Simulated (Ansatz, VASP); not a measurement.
## One calculation of GaP4, two programs

INCAR

```
PREC = Accurate
ENCUT = 600
EDIFF = 1E-7
ISMEAR = 0
SIGMA = 0.1
LREAL = F
LASPH = T
NELM = 100
ALGO = Normal
ISIF = 3
LWAVE = F
LCHARG = F
GGA = PE
IBRION = 2
NSW = 90
EDIFFG = -0.04
```

KPOINTS

```
regular mesh
0
Gamma
  6 6 2
```

The input POSCAR:

```
GaP4
1.0
    3.9491925000      0.0000000000      0.0000000000
   -1.9745962500      3.4201010300      0.0000000000
    0.0000000000      0.0000000000      8.9037818800
Ga P
1 4
Direct
    0.0000000000      0.0000000000      0.5000000000
    0.3333333300      0.6666666700      0.0000000000
    0.6666666700      0.3333333300      0.0000000000
    0.3333333300      0.6666666700      0.5000000000
    0.6666666700      0.3333333300      0.5000000000
```

Input for Ansatz:

```yaml
crystal:
  lattice:
    - [3.9491925, 0.0, 0.0]
    - [-1.97459625, 3.42010103, 0.0]
    - [0.0, 0.0, 8.90378188]
  atoms:
    - { symbol: Ga, position: [0.0, 0.0, 0.5] }
    - { symbol: P, position: [0.33333333, 0.66666667, 0.0] }
    - { symbol: P, position: [0.66666667, 0.33333333, 0.0] }
    - { symbol: P, position: [0.33333333, 0.66666667, 0.5] }
    - { symbol: P, position: [0.66666667, 0.33333333, 0.5] }
basis:
  ecutwfc: 420
kpoints:
  mp_grid: { grid: [6, 6, 2] }
hamiltonian:
  xc: pbe
scf:
  occupations: { method: gaussian, width: 0.1 }
  lower_state_search: "off"
output:
  forces: true
  stress: true
  eigenvalues: true
relax:
  adjacent_minimum: "off"
  f_tol: 0.04
  max_steps: 70
  cell: { stress_tol: 0.4 }
```

Alike in both runs: task relaxation of cell and atoms; functional PBE; k mesh 6 × 6 × 2; occupations gaussian, width 0.1 eV; no spin polarisation.

|  | VASP | Ansatz |
| --- | --- | --- |
| version | VASP 6.6.1 | Ansatz 0.2.0 |
| potentials or method | VASP PAW PBE potentials, release 64 (Ga_d, P), cutoff 600 eV | scalar-relativistic, plane waves, PAW |
| valence electrons in the cell | 33 | 33 |

|  | VASP | Ansatz | Ansatz less VASP |
| --- | --- | --- | --- |
| gap on the k mesh at the Fermi level, each at its own relaxed structure (eV) | none | none | - |
| relaxed volume (Å³/atom) | 18.09 | 18.06 | -0.033 |
| relaxed cell length with the largest relative difference (Å) | 4.399 | 4.394 | -0.0048 |

A gap of «none» marks a metal or a gap that the smearing closes.

Noted on VASP's run: the volume moved by over 15 % at a fixed basis, so the end points are rough.
